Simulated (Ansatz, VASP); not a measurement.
## AlN: VASP beside Ansatz

```
CELL_PARAMETERS angstrom
3.11300 0.00000 0.00000
-1.55650 2.69594 0.00000
0.00000 0.00000 4.98100
ATOMIC_POSITIONS crystal
Al 0.33333 0.66667 0.00000
Al 0.66667 0.33333 0.50000
N 0.33333 0.66667 0.38000
N 0.66667 0.33333 0.88000
```

Alike in both runs: task relaxation of cell and atoms; functional PBE; dispersion D3(BJ); k mesh 12 × 12 × 4; no spin polarisation.

|  | VASP | Ansatz |
| --- | --- | --- |
| version | VASP 6.6.1 | Ansatz 0.2.0 |
| potentials or method | VASP PAW PBE potentials, release 64 (Al, N) | plane waves, PAW |
| plane-wave cutoff (eV) | 600 | 420 |
| occupations | methfessel-paxton of order 1, width 0.1 eV | methfessel-paxton of order 1 |
| valence electrons in the cell | 16 | 16 |

Ansatz gave:

| Quantity | Value |
| --- | --- |
| relaxed volume (Å³/atom) | 10.42 |
| relaxed cell length with the largest relative difference (Å) | 3.109 |

Task: What did VASP give for the same quantities?

Result: Relaxed volume (Å³/atom): 10.40; relaxed cell length with the largest relative difference (Å): 3.105.
